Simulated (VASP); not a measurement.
# BP in VASP: notebook, part 2 of 2

VASP 6.6.1. The steps go on from the part before.

### 3 Single point, PBEsol (in-plane strain -0.02, then relaxed in part)

The input, INCAR:

```
ALGO     = Normal         # electronic algorithm
EDIFF    = 1E-7           # SCF threshold, eV
ENCUT    = 520            # plane-wave cutoff, eV
GGA      = PS             # functional
ISIF     = 2              # what is computed and relaxed
ISMEAR   = 0              # smearing method
LASPH    = True           # aspherical terms in the spheres
LCHARG   = False          # write CHGCAR
LREAL    = False          # projectors in reciprocal space
LWAVE    = False          # write WAVECAR
NBANDS   = 11             # bands
NELM     = 80             # most SCF steps
PREC     = Accurate       # precision mode
SIGMA    = 0.01           # smearing width, eV
```

The input, KPOINTS:

```
k-points
0
Gamma
  8 8 8
```

The input, POSCAR:

```
BP
1.0
    2.2148704127      2.2148704127      0.0000000000
   -2.2148704127      2.2148704127      0.0000000000
    0.0000000000      2.2148704127      2.2814035977
B P
1 1
Direct
    0.0000000000      0.0000000000      0.0000000000
    0.7500000000      0.2500000000      0.5000000000
```

Potentials or basis: VASP PAW PBE potentials, release 64 (B, P).

Run with:

```sh
$ cat potpaw_PBE.64/B/POTCAR potpaw_PBE.64/P/POTCAR > POTCAR
$ mpirun -np 1 vasp_std > vasp.out
```

OUTCAR:

```text
EDIFF = 1E-7
   ENCUT = 520
   GGA = PS
   ISIF = 2
   ISMEAR = 0
   LASPH = True
   LREAL = False
   NELM = 80
   PREC = Accurate

 ion  position               nearest neighbor table
   1  0.000  0.000  0.000-   2 1.94   2 1.94   2 1.94   2 1.94
   2  0.750  0.250  0.500-   1 1.94   1 1.94   1 1.94   1 1.94

  LATTYP: Found a body centered tetragonal cell.
 ALAT       =     3.1322997765
 C/A-ratio  =     1.4566955659

  Lattice vectors:

 A1 = (   2.2148704127,   0.0000000000,  -2.2814035977)
 A2 = (  -2.2148704127,   0.0000000000,  -2.2814035977)
 A3 = (   0.0000000000,   2.2148704127,   2.2814035977)

Analysis of symmetry for initial positions (statically):
=====================================================================
 Subroutine PRICEL returns:
 Original cell was already a primitive cell.

 Routine SETGRP: Setting up the symmetry group for a
 body centered tetragonal supercell.

 Subroutine GETGRP returns: Found  8 space group operations
 (whereof  8 operations were pure point group operations)
 out of a pool of 16 trial point group operations.

The static configuration has the point symmetry D_2d.

Analysis of symmetry for dynamics (positions and initial velocities):
=====================================================================
 Subroutine PRICEL returns:
 Original cell was already a primitive cell.

 Routine SETGRP: Setting up the symmetry group for a
 body centered tetragonal supercell.

 Subroutine GETGRP returns: Found  8 space group operations
 (whereof  8 operations were pure point group operations)
 out of a pool of 16 trial point group operations.

The dynamic configuration has the point symmetry D_2d.

 Subroutine INISYM returns: Found  8 space group operations
 (whereof  8 operations are pure point group operations),
 and found     1 'primitive' translations

----------------------------------------------------------------------------------------
[... 114 lines left out ...]
  volume/ion in A,a.u.               =      11.19        75.53
  Fermi-wavevector in a.u.,A,eV,Ry     =   1.161793  2.195470 18.364625  1.349762
  Thomas-Fermi vector in A             =   2.298361
   LORBIT       =      0    0 simple, 1 ext, 2 COOP (PROOUT), +10 PAW based schemes
   GGA     = PS    functional components
   LHFCALC =     F    Hartree Fock is set to
   AEXX    =    0.0000 exact exchange contribution
   IVDW    =     0    specifies the selected vdW correction
   LEPSILON=     F    determine dielectric tensor
   LRPA    =     F    only Hartree local field effects (RPA)
 non-spin polarized calculation
 Gauss-broadening in eV      SIGMA  =   0.01
  energy-cutoff  :      520.00
  volume of cell :       22.38
 maximum number of plane-waves:       615
   NGX = 11   NGY = 11   NGZ = 11

 number of electron       8.0000001 magnetization

 Free energy of the ion-electron system (eV)
  ---------------------------------------------------
  ext. energy  EPLUGINS =         0.00000000
  ---------------------------------------------------
  free energy    TOTEN  =       -13.64735377 eV

  energy without entropy =      -13.64735377  energy(sigma->0) =      -13.64735377

 E-fermi :   8.1351     XC(G=0): -11.2276

 val. band max:        8.0243526117   @ k =   0.0000   0.0000   0.0000
 cond. band min:       8.9098757665   @ k =  -0.3750   0.3750   0.0000
 fundamental gap:      0.8855231548
 Fermi energy:         8.1351223163

 k-point     1 :       0.0000    0.0000    0.0000
  band No.  band energies     occupation
      1      -7.9647      2.00000
      2       7.7181      2.00000
      3       8.0244      2.00000
      4       8.0244      2.00000
      5      11.2969      0.00000
      6      11.2969      0.00000
      7      11.4560      0.00000
      8      15.9055      0.00000
      9      19.4632      0.00000
     10      19.7432      0.00000
     11      20.5816      0.00000
[... 309 lines left out ...]
 k-point    24 :       0.3750    0.0000    0.1250
  band No.  band energies     occupation
      1      -6.1350      2.00000
      2       2.0011      2.00000
      3       4.5489      2.00000
      4       6.9438      2.00000
      5      12.6404      0.00000
      6      12.9532      0.00000
      7      13.5528      0.00000
      8      16.9345      0.00000
      9      17.9127      0.00000
     10      21.3089      0.00000
     11      23.1629      0.00000

 [... further k-points ...]
[... 5 lines left out ...]
  --------------------------------------------------------------------------------------
  -------------------------------------------------------------------------------------
  Total        1.1830756      1.1830756      0.0135760      0.0000000      0.0000000      0.0000000
  in kB       84.6826281     84.6826281      0.9717466      0.0000000      0.0000000      0.0000000
  external PRESSURE =      56.7790010 kB  Pullay stress =       0.0000000 kB

 VOLUME and BASIS-vectors are now :
 -----------------------------------------------------------------------------
  energy-cutoff  :      520.00
  volume of cell :       22.38
      direct lattice vectors                 reciprocal lattice vectors
     2.214870413  2.214870413  0.000000000     0.225746842  0.225746842 -0.219163326
    -2.214870413  2.214870413  0.000000000    -0.225746842  0.225746842 -0.219163326
     0.000000000  2.214870413  2.281403598     0.000000000  0.000000000  0.438326652

 POSITION                                       TOTAL-FORCE (eV/Angst)
 -----------------------------------------------------------------------------------
      0.00000      0.00000      0.00000        -0.000000      0.000000      0.000000
      1.10744      3.32231      1.14070         0.000000     -0.000000      0.000000
 -----------------------------------------------------------------------------------
    total drift:                                0.000000      0.000000     -0.000000

  FREE ENERGIE OF THE ION-ELECTRON SYSTEM (eV)
  ---------------------------------------------------
  free  energy   TOTEN  =       -13.6473537653 eV

  energy  without entropy=      -13.6473537653  energy(sigma->0) =      -13.64735377
```

It took 4.7 s on 1 thread of Intel Xeon 6975P-C (Granite Rapids), shared host; peak memory 0.14 GiB.

Results:

* Free energy: -13.6474 eV
* Pressure: 5.7 GPa
* Band gap on the k mesh: 0.89 eV, indirect (least direct gap 3.27 eV)

Levels at points of the mesh, in eV from the valence-band top:
| k point | band 1 | band 2 | band 3 | band 4 | band 5 | band 6 | band 7 | band 8 | band 9 |
| --- | --- | --- | --- | --- | --- | --- | --- | --- | --- |
| (0.00, 0.00, 0.00) | -15.99 | -0.31 | 0.00 | 0.00 | 3.27 | 3.27 | 3.43 | 7.88 | 11.44 |
| (0.50, 0.00, 0.00) | -12.47 | -9.51 | -2.12 | -1.72 | 3.71 | 4.60 | 4.74 | 9.98 | 14.59 |
| (0.50, 0.50, 0.00) | -10.78 | -8.83 | -4.54 | -4.48 | 0.93 | 1.23 | 12.01 | 12.70 | 15.50 |
| (0.00, 0.00, 0.50) | -11.09 | -9.11 | -4.19 | -4.19 | 1.26 | 1.67 | 12.41 | 12.41 | 15.32 |

Caveat: the cell differs from its parent crystal (in-plane strain -0.02, then relaxed in part); the PAW data sets were made with another functional, which shifts forces and pressure a little.
